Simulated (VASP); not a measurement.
# Ge (P6/mmm) in VASP: notebook

The runs below take Ge through single point, with BLYP.

Everything below comes from runs of VASP 6.6.1. Logs are shortened: lines on timing, memory, paths and dates and some standing lists are left out, and cuts for length are marked.

## 1. The cell of the first run

It takes space group P6/mmm (No. 191, hexagonal). The conventional cell has a = 5.070 Å, b = 5.070 Å, c = 2.909 Å, α = 90.00°, β = 90.00°, γ = 120.00°. Ge (site symmetry 6/mmm) has 14 Ge at 2.91 to 3.27 Å within 3.8 Å. Within 3.8 Å of Ge (site symmetry -6m2) lie 11 Ge at 2.91 to 3.27 Å.

## 2. Single point, BLYP

Input file INCAR:

```
SYSTEM = Ge
PREC = Accurate
ENCUT = 520
EDIFF = 1E-6
ISMEAR = -1
SIGMA = 0.1
LREAL = .False.
LASPH = .True.
NELM = 60
ALGO = Normal
ISIF = 2
LWAVE = .False.
LCHARG = .False.
GGA = B5
ALDAX = 1.0
AGGAX = 1.0
AGGAC = 1.0
ALDAC = 0.0
NBANDS = 28
```

Input file KPOINTS:

```
regular mesh
0
Gamma
  8 8 11
  0 0 0
```

Input file POSCAR:

```
Ge
1.0
    5.0703815699      0.0000000000      0.0000000000
   -2.5351907850      4.3910792464      0.0000000000
    0.0000000000      0.0000000000      2.9093536614
Ge
3
Direct
    0.0000000000      0.0000000000      0.0000000000
    0.3333333333      0.6666666667      0.5000000000
    0.6666666667      0.3333333333      0.5000000000
```

Potentials or basis: VASP PAW PBE potentials, release 64 (Ge_d).

Run with:

```console
$ cat potpaw_PBE.64/Ge_d/POTCAR > POTCAR
$ mpirun -np 1 vasp_std > vasp.out
```

OUTCAR:

```text
SYSTEM = Ge
   PREC = Accurate
   ENCUT = 520
   EDIFF = 1E-6
   ISMEAR = -1
   LREAL = .False.
   LASPH = .True.
   NELM = 60
   ISIF = 2
   GGA = B5

 ion  position               nearest neighbor table
   1  0.000  0.000  0.000-
   2  0.333  0.667  0.500-
   3  0.667  0.333  0.500-

  LATTYP: Found a hexagonal cell.
 ALAT       =     5.0703815699
 C/A-ratio  =     0.5737938302

  Lattice vectors:

 A1 = (   5.0703815699,   0.0000000000,   0.0000000000)
 A2 = (  -2.5351907850,   4.3910792464,   0.0000000000)
 A3 = (   0.0000000000,   0.0000000000,   2.9093536614)

Analysis of symmetry for initial positions (statically):
=====================================================================
 Subroutine PRICEL returns:
 Original cell was already a primitive cell.

 Routine SETGRP: Setting up the symmetry group for a
 hexagonal supercell.

 Subroutine GETGRP returns: Found 24 space group operations
 (whereof 24 operations were pure point group operations)
 out of a pool of 24 trial point group operations.

The static configuration has the point symmetry D_6h.

Analysis of symmetry for dynamics (positions and initial velocities):
=====================================================================
 Subroutine PRICEL returns:
 Original cell was already a primitive cell.

 Routine SETGRP: Setting up the symmetry group for a
 hexagonal supercell.

 Subroutine GETGRP returns: Found 24 space group operations
 (whereof 24 operations were pure point group operations)
 out of a pool of 24 trial point group operations.

The dynamic configuration has the point symmetry D_6h.

 Subroutine INISYM returns: Found 24 space group operations
 (whereof 24 operations are pure point group operations),
 and found     1 'primitive' translations

----------------------------------------------------------------------------------------

                                     Primitive cell

  volume of cell :      64.7752

  direct lattice vectors                    reciprocal lattice vectors
     5.070381570  0.000000000  0.000000000     0.197223816  0.113867223  0.000000000
    -2.535190785  4.391079246  0.000000000     0.000000000  0.227734446  0.000000000
     0.000000000  0.000000000  2.909353661     0.000000000  0.000000000  0.343718955

  length of vectors
     5.070381570  5.070381570  2.909353661     0.227734446  0.227734446  0.343718955

  position of ions in fractional coordinates (direct lattice)
     0.000000000  0.000000000  0.000000000
     0.333333333  0.666666667  0.500000000
     0.666666667  0.333333333  0.500000000

  ion indices of the primitive-cell ions
   primitive index   ion index
                 1           1
                 2           2
                 3           3

----------------------------------------------------------------------------------------

 KPOINTS: regular mesh

Automatic generation of k-mesh.
 Grid dimensions read from file:
 generate k-points for:    8    8   11

 Generating k-lattice:

  Cartesian coordinates                     Fractional coordinates (reciprocal lattice)
     0.024652977  0.014233403  0.000000000     0.125000000  0.000000000  0.000000000
     0.000000000  0.028466806  0.000000000     0.000000000  0.125000000  0.000000000
     0.000000000  0.000000000  0.031247178     0.000000000  0.000000000  0.090909091

  Length of vectors
     0.028466806  0.028466806  0.031247178

  Shift w.r.t. Gamma in fractional coordinates (k-lattice)
     0.000000000  0.000000000  0.000000000

 Subroutine IBZKPT returns following result:
 ===========================================

 Found     60 irreducible k-points:

 Following reciprocal coordinates:
            Coordinates               Weight
  0.000000  0.000000  0.000000      1.000000
  0.125000  0.000000  0.000000      6.000000
  0.250000  0.000000  0.000000      6.000000
  0.375000  0.000000  0.000000      6.000000
  0.500000  0.000000  0.000000      3.000000
  0.125000  0.125000  0.000000      6.000000
[... 16 lines left out ...]
  0.250000  0.000000  0.181818     12.000000
  0.375000  0.000000  0.181818     12.000000
 [... further k-points ...]
   k-points           NKPTS =     60   k-points in BZ     NKDIM =     60   number of bands    NBANDS=     28
   number of dos      NEDOS =    301   number of ions     NIONS =      3
   total plane-waves  NPLWV =  38400
   dimension x,y,z NGX =    40 NGY =   40 NGZ =   24
   dimension x,y,z NGXF=    80 NGYF=   80 NGZF=   48
   ions per type =               3
   NGX,Y,Z   is equivalent  to a cutoff of  13.12, 13.12, 13.71 a.u.
   NGXF,Y,Z  is equivalent  to a cutoff of  26.23, 26.23, 27.43 a.u.
 SYSTEM =  Ge
   PREC   = accura    normal or accurate (medium, high low for compatibility)
   ISTART =      0    job   : 0-new  1-cont  2-samecut
   ICHARG =      2    charge: 1-file 2-atom 10-const
   ISPIN  =      1    spin polarized calculation?
   LNONCOLLINEAR =      F non collinear calculations
   LSORBIT =      F    spin-orbit coupling
   LASPH  =      T    aspherical Exc in radial PAW
   ENCUT  =  520.0 eV  38.22 Ry    6.18 a.u.   9.43  9.43  5.41*2*pi/ulx,y,z
   NELM   =     60;   NELMIN=  2; NELMDL= -5     # of ELM steps
   EDIFF  = 0.1E-05   stopping-criterion for ELM
   LREAL  =      F    real-space projection
   EDIFFG = 0.1E-04   stopping-criterion for IOM
   NSW    =      0    number of steps for IOM
   IBRION =     -1    ionic relax: 0-MD 1-quasi-New 2-CG
   NFREE  =      0    steps in history (QN), initial steepest desc. (CG)
   ISIF   =      2    stress and relaxation
   ISYM   =      2    0-nonsym 1-usesym 2-fastsym
   POTIM  = 0.5000    time-step for ionic-motion
   TEBEG  =    0.0;   TEEND  =   0.0 temperature during run
   PSTRESS=    0.0 pullay stress
   NELECT =      42.0000    total number of electrons
   NUPDOWN=      -1.0000    fix difference up-down
   EMIN   =  10.00;   EMAX   =-10.00  energy-range for DOS
   EFERMI =   0.00;   METHOD = LEGACY
   ISMEAR =    -1;   SIGMA  =   0.10  broadening in eV -4-tet -1-fermi 0-gaus
   EFERMI_NEDOS =   21; number of points for ismear=-14 and -15
   IALGO  =     38    algorithm
   IMIX   =      4    mixing-type and parameters
     AMIX     =   0.40;   BMIX     =  1.00
     AMIX_MAG =   1.60;   BMIX_MAG =  1.00
  volume/ion in A,a.u.               =      21.59       145.71
  Fermi-wavevector in a.u.,A,eV,Ry     =   1.416952  2.677651 27.317135  2.007753
  Thomas-Fermi vector in A             =   2.538233
   LORBIT       =      0    0 simple, 1 ext, 2 COOP (PROOUT), +10 PAW based schemes
   GGA     = B5    functional components
   LHFCALC =     F    Hartree Fock is set to
   AEXX    =    0.0000 exact exchange contribution
   IVDW    =     0    specifies the selected vdW correction
   LEPSILON=     F    determine dielectric tensor
   LRPA    =     F    only Hartree local field effects (RPA)
 non-spin polarized calculation
  energy-cutoff  :      520.00
  volume of cell :       64.78
 maximum number of plane-waves:      1763
 NGX is ok and might be reduce to    40
   NGX = 19   NGY = 19   NGZ = 11

 number of electron      42.0000019 magnetization

 Free energy of the ion-electron system (eV)
  ---------------------------------------------------
  ext. energy  EPLUGINS =         0.00000000
  ---------------------------------------------------
  free energy    TOTEN  =       -10.04250611 eV

  energy without entropy =       -9.99079661  energy(sigma->0) =      -10.01665136

 E-fermi :   5.7962     XC(G=0): -10.0299

 val. band max:        5.7914303125   @ k =   0.3750   0.1250   0.2727
 cond. band min:       5.8088287148   @ k =   0.1250   0.0000   0.4545
 fundamental gap:      0.0173984023
 Fermi energy:         5.7961522238

 k-point     1 :       0.0000    0.0000    0.0000
  band No.  band energies     occupation
      1     -19.0511      2.00000
      2     -19.0112      2.00000
      3     -19.0112      2.00000
      4     -18.9736      2.00000
      5     -18.9736      2.00000
      6     -18.8047      2.00000
[... 20 lines left out ...]
     27      14.3723      0.00000
     28      14.5234      0.00000

 k-point     2 :       0.1250    0.0000    0.0000
  band No.  band energies     occupation
      1     -19.0510      2.00000
      2     -19.0113      2.00000
      3     -19.0113      2.00000
      4     -18.9737      2.00000
      5     -18.9736      2.00000
      6     -18.8040      2.00000
[... 20 lines left out ...]
     27      14.2198      0.00000
     28      14.6440      0.00000

 k-point     3 :       0.2500    0.0000    0.0000
  band No.  band energies     occupation
      1     -19.0508      2.00000
      2     -19.0117      2.00000
      3     -19.0116      2.00000
      4     -18.9738      2.00000
      5     -18.9734      2.00000
      6     -18.8019      2.00000
[... 20 lines left out ...]
     27      13.9420      0.00000
     28      14.9749      0.00000

 k-point     4 :       0.3750    0.0000    0.0000
  band No.  band energies     occupation
      1     -19.0507      2.00000
      2     -19.0121      2.00000
      3     -19.0119      2.00000
      4     -18.9739      2.00000
      5     -18.9733      2.00000
      6     -18.7986      2.00000
[... 20 lines left out ...]
     27      13.7395      0.00000
     28      15.3306      0.00000

 k-point     5 :       0.5000    0.0000    0.0000
  band No.  band energies     occupation
      1     -19.0506      2.00000
      2     -19.0123      2.00000
      3     -19.0121      2.00000
      4     -18.9739      2.00000
      5     -18.9732      2.00000
      6     -18.7958      2.00000
[... 20 lines left out ...]
     27      13.6659      0.00000
     28      14.3720      0.00000

 k-point     6 :       0.1250    0.1250    0.0000
  band No.  band energies     occupation
      1     -19.0509      2.00000
      2     -19.0116      2.00000
      3     -19.0116      2.00000
      4     -18.9737      2.00000
      5     -18.9735      2.00000
      6     -18.8026      2.00000
[... 463 lines left out ...]
      5     -18.9860      2.00000
      6     -18.7725      2.00000
[... 20 lines left out ...]
     27      12.5483      0.00000
     28      16.3201      0.00000

 k-point    22 :       0.1250    0.0000    0.1818
  band No.  band energies     occupation
      1     -19.0177      2.00000
      2     -19.0107      2.00000
      3     -19.0106      2.00000
      4     -18.9859      2.00000
      5     -18.9859      2.00000
      6     -18.7721      2.00000
[... 20 lines left out ...]
     27      12.3026      0.00000
     28      16.3435      0.00000

 k-point    23 :       0.2500    0.0000    0.1818
  band No.  band energies     occupation
      1     -19.0176      2.00000
      2     -19.0107      2.00000
      3     -19.0106      2.00000
      4     -18.9859      2.00000
      5     -18.9857      2.00000
      6     -18.7713      2.00000
[... 20 lines left out ...]
     27      11.5914      0.00000
     28      15.8236      0.00000

 k-point    24 :       0.3750    0.0000    0.1818
  band No.  band energies     occupation
      1     -19.0176      2.00000
      2     -19.0107      2.00000
      3     -19.0106      2.00000
      4     -18.9859      2.00000
      5     -18.9854      2.00000
      6     -18.7710      2.00000
[... 20 lines left out ...]
     27      10.4600      0.00000
     28      15.0779      0.00000

 [... further k-points ...]
[... 5 lines left out ...]
  --------------------------------------------------------------------------------------
  -------------------------------------------------------------------------------------
  Total       -0.1046672     -0.1046672     -0.1155046      0.0000000     -0.0000000      0.0000000
  in kB       -2.5888852     -2.5888852     -2.8569410      0.0000000     -0.0000000      0.0000000
  external PRESSURE =      -2.6782371 kB  Pullay stress =       0.0000000 kB

 VOLUME and BASIS-vectors are now :
 -----------------------------------------------------------------------------
  energy-cutoff  :      520.00
  volume of cell :       64.78
      direct lattice vectors                 reciprocal lattice vectors
     5.070381570  0.000000000  0.000000000     0.197223816  0.113867223  0.000000000
    -2.535190785  4.391079246  0.000000000     0.000000000  0.227734446  0.000000000
     0.000000000  0.000000000  2.909353661     0.000000000  0.000000000  0.343718955

 POSITION                                       TOTAL-FORCE (eV/Angst)
 -----------------------------------------------------------------------------------
      0.00000      0.00000      0.00000        -0.000000      0.000000      0.000000
     -0.00000      2.92739      1.45468        -0.000000      0.000000     -0.000000
      2.53519      1.46369      1.45468         0.000000     -0.000000      0.000000
 -----------------------------------------------------------------------------------
    total drift:                               -0.000000      0.000000      0.000000

  FREE ENERGIE OF THE ION-ELECTRON SYSTEM (eV)
  ---------------------------------------------------
  free  energy   TOTEN  =       -10.0425061121 eV

  energy  without entropy=       -9.9907966124  energy(sigma->0) =      -10.01665136
```

Run time: 51 s. Hardware: 1 thread of Intel Xeon 6975P-C (Granite Rapids), shared host; peak memory 0.22 GiB.

Results:

- Free energy: -10.0425 eV
- Pressure: -0.3 GPa
- Band gap on the k mesh: zero (band 21 reaches 7.33 eV, above the bottom of band 22 at 3.28 eV)

Caveat: the PAW data sets were made with another functional, which shifts forces and pressure a little.

## 3. Single point, BLYP (volume scaled by 0.88)

Input file INCAR:

```
SYSTEM = Ge
PREC = Accurate
ENCUT = 520
EDIFF = 1E-7
ISMEAR = -1
SIGMA = 0.1
LREAL = .FALSE.
LASPH = .TRUE.
NELM = 60
ALGO = Normal
ISIF = 2
LWAVE = .FALSE.
LCHARG = .FALSE.
GGA = B5
ALDAX = 1.0
AGGAX = 1.0
AGGAC = 1.0
ALDAC = 0.0
NBANDS = 28
```

Input file KPOINTS:

```
regular mesh
0
G
  8 8 12
  0 0 0
```

Input file POSCAR:

```
Ge
1.0
    4.8588653874      0.0000000000      0.0000000000
   -2.4294326937      4.2079008591      0.0000000000
    0.0000000000      0.0000000000      2.7879869808
Ge
3
Direct
    0.0000000000      0.0000000000      0.0000000000
    0.3333333333      0.6666666667      0.5000000000
    0.6666666667      0.3333333333      0.5000000000
```

Potentials or basis: VASP PAW PBE potentials, release 64 (Ge_d).

Run with:

```console
$ cat potpaw_PBE.64/Ge_d/POTCAR > POTCAR
$ mpirun -np 1 vasp_std > vasp.out
```

It took 50 s on 1 thread of Intel Xeon 6975P-C (Granite Rapids), shared host; peak memory 0.22 GiB.

It converged, with:

```
Free energy            : -9.8732 eV
Pressure               : 8.0 GPa
Band gap on the k mesh : zero (band 21 reaches 8.71 eV, above the bottom of band 22 at 4.09 eV)
```

Stress tensor (GPa, compression positive):
```
8.36 0.00 0.00
0.00 8.36 0.00
0.00 0.00 7.15
```

Levels at points of the mesh, in eV from the Fermi level:
| k point | band 18 | band 19 | band 20 | band 21 | band 22 | band 23 | band 24 | band 25 |
| --- | --- | --- | --- | --- | --- | --- | --- | --- |
| (0.00, 0.00, 0.00) | -6.61 | -3.07 | -3.07 | -2.98 | -2.98 | 5.06 | 8.37 | 8.37 |
| (0.50, 0.00, 0.00) | -7.90 | -5.20 | 0.91 | 1.02 | 2.86 | 3.22 | 4.46 | 6.93 |
| (0.00, 0.00, 0.50) | -2.83 | -1.78 | -1.39 | -0.74 | -0.27 | -0.27 | 1.22 | 1.22 |
| (0.50, 0.00, 0.50) | -6.43 | -4.54 | -2.99 | -2.05 | -1.37 | 0.48 | 3.95 | 4.55 |

Caveat: the PAW data sets were made with another functional, which shifts forces and pressure a little.

(Continued in part 2 of 2.)
